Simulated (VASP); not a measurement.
Set up this calculation in VASP 6.6.1, as the native input.

- Task: single point
- Functional: PBE
- Potentials or basis: VASP PAW PBE potentials, release 64 (Al)
- Cutoff: 400 eV
- k mesh: 12 × 5 × 1
- Occupations: gaussian, width 0.1 eV
- Spin: no spin polarisation
- Dipole correction: yes
- Further INCAR settings: ALGO = Normal; EDIFF = 1e-06; NBANDS = 34; NELMDL = -8

The structure of Al lies in POSCAR:

```
Al
1.0
    2.8571513840      0.0000000000      0.0000000000
    0.0000000000      6.9985630087      0.0000000000
    0.0000000000      0.0000000000     25.7222512844
Al
14
Direct
    0.5000000000      0.6666666667      0.2915763444
    0.0000000000      0.3333333333      0.3236415222
    0.5000000000      0.0000000000      0.3557067000
    0.0000000000      0.6666666667      0.3877718778
    0.5000000000      0.3333333333      0.4198370555
    0.0000000000      0.0000000000      0.4519022333
    0.5000000000      0.6666666667      0.4839674111
    0.0000000000      0.3333333333      0.5160325889
    0.5000000000      0.0000000000      0.5480977667
    0.0000000000      0.6666666667      0.5801629445
    0.5000000000      0.3333333333      0.6122281222
    0.0000000000      0.0000000000      0.6442933000
    0.5000000000      0.6666666667      0.6763584778
    0.0000000000      0.3333333333      0.7084236556
```

The input as run:

INCAR

```
SYSTEM = Al
ALGO = Normal
DIPOL = 0.5 0.5 0.500
EDIFF = 1E-6
ENCUT = 400
GGA = PE
GGA_COMPAT = .False.
IDIPOL = 3
ISIF = 2
ISMEAR = 0
LASPH = .True.
LCHARG = .False.
LDIPOL = .True.
LREAL = .False.
LWAVE = .False.
NBANDS = 34
NELM = 120
NELMDL = -8
PREC = Accurate
SIGMA = 0.1
```

KPOINTS

```
k-points
0
Gamma
  12 5 1
  0 0 0
```

Potentials or basis: VASP PAW PBE potentials, release 64 (Al).

Run with:

```bash
$ cat potpaw_PBE.64/Al/POTCAR > POTCAR
$ mpirun -np 1 vasp_std > vasp.out
```

Results of the run:

```yaml
Largest_force: 0.245 eV/Å
Band_gap_on_the_k_mesh: zero (bands 21 and 22 overlap by 2.10 eV)
```

It took 14 min on 1 thread of Intel Xeon 8259CL (shared host), peak memory 0.5 GiB.
